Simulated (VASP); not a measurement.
Rh: single point with r2SCAN

The system is Rh.

```
Rh
1.0
     2.04535   -3.46649    0.00000
     2.04535    3.46649    0.00000
     0.00000    0.00000    4.09614
Rh
4
Direct
  0.15250 0.84750 0.07850
  0.65250 0.34750 0.42150
  0.84750 0.15250 0.92150
  0.34750 0.65250 0.57850
```

```yaml
Program: VASP 6.6.1
Task: single point
Functional: r2SCAN
Potentials_or_basis: VASP PAW PBE potentials, release 64 (Rh_pv)
Cutoff: 520 eV
k_mesh: 6 × 6 × 4
Occupations: gaussian, width 0.1 eV
Spin: no spin polarisation
Dipole_correction: no
Further_INCAR_settings: ALGO = Normal; EDIFF = 1e-07; NBANDS = 38
```

The pressure is 38.5 GPa and the largest force is 0.779 eV/Å. The band gap on the k mesh is zero (bands 30 and 31 overlap by 0.35 eV).

Forces on the atoms (eV/Å):
```
Rh   0.000 -0.687 -0.366
Rh   0.000 -0.687  0.366
Rh   0.000  0.687  0.366
Rh   0.000  0.687 -0.366
```

Stress tensor (GPa, compression positive):
```
26.67  0.00  0.00
 0.00 48.56  0.00
 0.00  0.00 40.22
```

Levels at points of the mesh, in eV from the Fermi level:
```csv
k point,band 26,band 27,band 28,band 29,band 30,band 31,band 32,band 33,band 34,band 35
"(0.00, 0.00, 0.00)",-2.35,-2.02,-1.43,-1.39,0.09,0.25,1.10,1.11,4.92,7.08
"(0.50, 0.00, 0.00)",-2.30,-0.90,-0.90,-0.74,-0.74,-0.01,-0.01,1.12,1.12,6.79
"(0.50, 0.50, 0.00)",-1.66,-1.53,-0.81,-0.25,-0.21,-0.02,0.52,1.05,1.56,2.33
"(0.00, 0.00, 0.50)",-2.49,-2.23,-2.23,-0.88,-0.88,0.44,0.44,0.84,0.84,9.75
"(0.50, 0.00, 0.50)",-1.67,-1.20,-1.20,-0.08,-0.08,0.35,0.35,1.44,1.44,3.35
"(0.50, 0.50, 0.50)",-2.07,-1.70,-1.70,-0.04,-0.04,0.39,0.39,1.63,1.63,3.87
```

Wall time 6.9 min on 1 thread of AMD EPYC 7R13 (shared host), peak memory 0.17 GiB.

Caveat: the k points lie up to 0.38 Å⁻¹ apart; the PAW data sets were made with another functional, which shifts forces and pressure a little.
